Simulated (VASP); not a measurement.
# P (I4_1/amd) in VASP: a series of runs, part 2 of 2

VASP 6.6.1. The steps go on from the part before.

### 4 Single point, PBE (10.24 Å³/atom)

This run uses another cell than the first one, of 10.24 Å³/atom.

INCAR reads:

```
  ALGO = Normal
  EDIFF = 1E-6
  ENCUT = 520
  GGA = PE
  ISIF = 2
  ISMEAR = -1
  LASPH = T
  LCHARG = T
  LELF = T
  LREAL = F
  LVHAR = T
  LWAVE = F
  NBANDS = 12
  NELM = 100
  PREC = Accurate
  SIGMA = 0.1
```

KPOINTS reads:

```
k-points
0
Gamma
  18 18 18
```

POSCAR reads:

```
P
1.0
   -2.1367224148      2.1367224148      1.1210232226
    2.1367224148     -2.1367224148      1.1210232226
    2.1367224148      2.1367224148     -1.1210232226
P
2
Direct
   -0.3750000000     -0.1250000000     -0.2500000000
    0.3750000000      0.1250000000      0.2500000000
```

Potentials or basis: VASP PAW PBE potentials, release 64 (P).

Launch:

```
> cat potpaw_PBE.64/P/POTCAR > POTCAR
> mpirun -np 1 vasp_std > vasp.out
```

OUTCAR:

```text
EDIFF = 1E-6
   ENCUT = 520
   GGA = PE
   ISIF = 2
   ISMEAR = -1
   LASPH = T
   LREAL = F
   NELM = 100
   PREC = Accurate

 ion  position               nearest neighbor table
   1  0.625  0.875  0.750-   2 2.21   2 2.21   2 2.21   2 2.21   2 2.72   2 2.72   2 2.72   2 2.72

   2  0.375  0.125  0.250-   1 2.21   1 2.21   1 2.21   1 2.21   1 2.72   1 2.72   1 2.72   1 2.72

  LATTYP: Found a body centered tetragonal cell.
 ALAT       =     4.2734448296
 C/A-ratio  =     0.5246461659

  Lattice vectors:

 A1 = (  -2.1367224148,   2.1367224148,   1.1210232226)
 A2 = (   2.1367224148,  -2.1367224148,   1.1210232226)
 A3 = (   2.1367224148,   2.1367224148,  -1.1210232226)

Analysis of symmetry for initial positions (statically):
=====================================================================
 Subroutine PRICEL returns:
 Original cell was already a primitive cell.

 Routine SETGRP: Setting up the symmetry group for a
 body centered tetragonal supercell.

 Subroutine GETGRP returns: Found 16 space group operations
[... 178 lines left out ...]
      2       8.7157      2.00000
      3       8.7157      2.00000
      4       9.2098      2.00000
      5      14.2550      2.00000
      6      21.9589      0.00000
      7      23.0725      0.00000
      8      23.0725      0.00000
      9      24.9569      0.00000
     10      25.6247      0.00000
     11      26.5990      0.00000
     12      30.3959      0.00000
[... 331 lines left out ...]
 k-point    24 :      -0.2222    0.0556    0.0000
  band No.  band energies     occupation
      1      -3.9596      2.00000
      2       6.4890      2.00000
      3       8.5144      2.00000
      4      12.8325      2.00000
      5      17.0250      0.00000
      6      17.8225      0.00000
      7      18.2872      0.00000
      8      21.1078      0.00000
      9      22.3258      0.00000
     10      24.4218      0.00000
     11      26.1194      0.00000
     12      28.5368      0.00000

 [... further k-points ...]

------------------------ aborting loop because EDIFF is reached ----------------------------------------

  FORCE on cell =-STRESS in cart. coord.  units (eV):
  Direction    XX          YY          ZZ          XY          YZ          ZX
  --------------------------------------------------------------------------------------
  -------------------------------------------------------------------------------------
  Total        8.7303964      8.7303964      8.7266693      0.0000000     -0.0000000      0.0000000
  in kB      683.2407062    683.2407062    682.9490211      0.0000000     -0.0000000      0.0000000
  external PRESSURE =     683.1434778 kB  Pullay stress =       0.0000000 kB

 VOLUME and BASIS-vectors are now :
 -----------------------------------------------------------------------------
  energy-cutoff  :      520.00
  volume of cell :       20.47
      direct lattice vectors                 reciprocal lattice vectors
    -2.136722415  2.136722415  1.121023223     0.000000000  0.234003255  0.446021090
     2.136722415 -2.136722415  1.121023223     0.234003255  0.000000000  0.446021090
     2.136722415  2.136722415 -1.121023223     0.234003255  0.234003255  0.000000000

 POSITION                                       TOTAL-FORCE (eV/Angst)
 -----------------------------------------------------------------------------------
      2.13672      1.06836      0.84077         0.000000     -0.000000     -0.000000
     -0.00000      1.06836      0.28026        -0.000000      0.000000      0.000000
 -----------------------------------------------------------------------------------
    total drift:                               -0.000000      0.000000      0.000000

  FREE ENERGIE OF THE ION-ELECTRON SYSTEM (eV)
  ---------------------------------------------------
  free  energy   TOTEN  =        -8.4171856379 eV

  energy  without entropy=       -8.3935917253  energy(sigma->0) =       -8.40538868
```

OSZICAR:

```text
N       E                     dE             d eps       ncg     rms          rms(c)
DAV:   1     0.188328913538E+02    0.18833E+02   -0.48242E+03 11536   0.753E+02
DAV:   2    -0.766109069091E+01   -0.26494E+02   -0.25237E+02 15232   0.121E+02
DAV:   3    -0.845988729442E+01   -0.79880E+00   -0.79147E+00 14980   0.182E+01
DAV:   4    -0.846265998189E+01   -0.27727E-02   -0.27720E-02 13596   0.130E+00
DAV:   5    -0.846267029084E+01   -0.10309E-04   -0.10309E-04 14764   0.732E-02    0.120E+01
DAV:   6    -0.843408402713E+01    0.28586E-01   -0.27631E-03 13824   0.352E-01    0.712E+00
DAV:   7    -0.841716302628E+01    0.16921E-01   -0.63981E-03 13640   0.580E-01    0.122E-01
DAV:   8    -0.841718299985E+01   -0.19974E-04   -0.21285E-04 14232   0.106E-01    0.384E-02
DAV:   9    -0.841718557664E+01   -0.25768E-05   -0.10898E-05 13924   0.258E-02    0.838E-03
DAV:  10    -0.841718563786E+01   -0.61211E-07   -0.46457E-07  8152   0.474E-03
   1 F= -.84171856E+01 E0= -.84053887E+01  d E =-.235939E-01
```

stdout:

```text
POSCAR found type information on POSCAR P
 POSCAR found :  1 types and       2 ions
 scaLAPACK will be used
 LDA part: xc-table for (Slater+PW92), standard interpolation
 POSCAR, INCAR and KPOINTS ok, starting setup
 FFT: planning ... GRIDC
 FFT: planning ... GRID_SOFT
 FFT: planning ... GRID
 WAVECAR not read
 entering main loop
```

Run time: 1.8 min. Hardware: 1 thread of Intel Xeon 8259CL, shared host; peak memory 0.2 GiB.

What came out:

| Item | Value |
| --- | --- |
| Free energy | -8.4172 eV |
| Pressure | 68.3 GPa |
| Band gap on the k mesh | zero (bands 5 and 6 overlap by 7.29 eV) |

Caveat: the cell stands under pressure.

### 5 Single point, PBE (10.24 Å³/atom)

This run uses another cell than the first one, of 10.24 Å³/atom.

INCAR reads:

```
SYSTEM = P
  PREC = Accurate
  ENCUT = 520
  EDIFF = 1E-7
  ISMEAR = -1
  SIGMA = 0.1
  LREAL = .False.
  LASPH = .True.
  NELM = 100
  ALGO = Normal
  ISIF = 2
  LWAVE = .False.
  LCHARG = .False.
  GGA = PE
  NBANDS = 12
```

KPOINTS reads:

```
regular mesh
0
Gamma
  18 18 18
  0 0 0
```

POSCAR is that of step 4.

Launch:

```
> cat potpaw_PBE.64/P/POTCAR > POTCAR
> mpirun -np 1 vasp_std > vasp.out
```

It took 1.8 min on 1 thread of Intel Xeon 8259CL, shared host; peak memory 0.2 GiB.

Results (log left out):

```yaml
Free_energy: -8.4172 eV
Pressure: 68.3 GPa
Band_gap_on_the_k_mesh: zero (bands 5 and 6 overlap by 7.29 eV)
```

Levels at points of the mesh, in eV from the Fermi level:
| k point | band 1 | band 2 | band 3 | band 4 | band 5 | band 6 | band 7 | band 8 | band 9 | band 10 |
| --- | --- | --- | --- | --- | --- | --- | --- | --- | --- | --- |
| (0.00, 0.00, 0.00) | -20.88 | -7.01 | -7.01 | -6.52 | -1.47 | 6.23 | 7.34 | 7.34 | 9.23 | 9.90 |
| (0.50, 0.00, 0.00) | -12.34 | -11.78 | -6.35 | -5.28 | -5.01 | -1.75 | 2.38 | 3.60 | 7.57 | 10.71 |
| (0.50, 0.50, 0.00) | -17.06 | -17.06 | -3.49 | -3.49 | -0.69 | -0.69 | 8.83 | 8.83 | 9.85 | 9.85 |
| (0.50, 0.50, 0.50) | -14.18 | -14.18 | -12.19 | -12.19 | 5.51 | 5.51 | 12.16 | 12.16 | 13.83 | 13.83 |

Caveat: the cell stands under pressure.

### 6 Single point, PBE (11.44 Å³/atom)

This run uses another cell than the first one, of 11.44 Å³/atom.

INCAR reads:

```
  PREC = Accurate
  ENCUT = 520
  EDIFF = 1E-7
  ISMEAR = -1
  SIGMA = 0.1
  LREAL = False
  LASPH = True
  NELM = 60
  ALGO = Normal
  ISIF = 2
  LWAVE = False
  LCHARG = False
  GGA = PE
  NBANDS = 12
```

KPOINTS reads:

```
regular mesh
0
Gamma
  18 18 18
```

POSCAR reads:

```
P
1.0
   -2.2201846605      2.2201846605      1.1604790518
    2.2201846605     -2.2201846605      1.1604790518
    2.2201846605      2.2201846605     -1.1604790518
P
2
Direct
   -0.3750000000     -0.1250000000     -0.2500000000
    0.3750000000      0.1250000000      0.2500000000
```

Potentials or basis: VASP PAW PBE potentials, release 64 (P).

Launch:

```
> cat potpaw_PBE.64/P/POTCAR > POTCAR
> mpirun -np 1 vasp_std > vasp.out
```

It took 3.4 min on 1 thread of Intel Xeon 8259CL, shared host; peak memory 0.23 GiB.

It converged, with:

* Free energy: -9.2150 eV
* Pressure: 40.0 GPa
* Band gap on the k mesh: zero (bands 5 and 6 overlap by 7.62 eV)

Stress tensor (GPa, compression positive):
```
40.06  0.00  0.00
 0.00 40.06  0.00
 0.00  0.00 39.96
```

Levels at points of the mesh, in eV from the Fermi level:
| k point | band 2 | band 3 | band 4 | band 5 | band 6 | band 7 | band 8 | band 9 |
| --- | --- | --- | --- | --- | --- | --- | --- | --- |
| (0.00, 0.00, 0.00) | -6.82 | -6.47 | -6.47 | -0.67 | 6.19 | 6.40 | 6.40 | 8.73 |
| (0.50, 0.00, 0.00) | -10.82 | -5.93 | -5.13 | -4.81 | -1.09 | 1.94 | 3.37 | 6.98 |
| (0.50, 0.50, 0.00) | -15.96 | -3.18 | -3.18 | -0.77 | -0.77 | 7.92 | 7.92 | 9.63 |
| (0.50, 0.50, 0.50) | -13.54 | -11.06 | -11.06 | 5.28 | 5.28 | 10.49 | 10.49 | 12.88 |

Caveat: the cell stands under pressure.

### 7 Summary

```csv
cell,gap on the mesh (eV),pressure (GPa)
"a = 3.089 Å, angles 97.0, 97.0, 139.2°, 2 atoms",none,118.3
"a = 3.223 Å, angles 96.9, 96.9, 139.3°, 2 atoms",none,68.3
"a = 3.347 Å, angles 96.9, 96.9, 139.4°, 2 atoms",none,40.0
```

Alike in all rows: task single point; level PBE; potentials or basis VASP PAW PBE potentials, release 64 (P); no spin polarisation; k mesh 18 × 18 × 18; cutoff (eV) 520; smearing fermi-dirac 0.1 eV.

Caveats: the cell stands under pressure.

Total energies depend on the potentials used, so only differences within one code and one set of settings carry meaning.
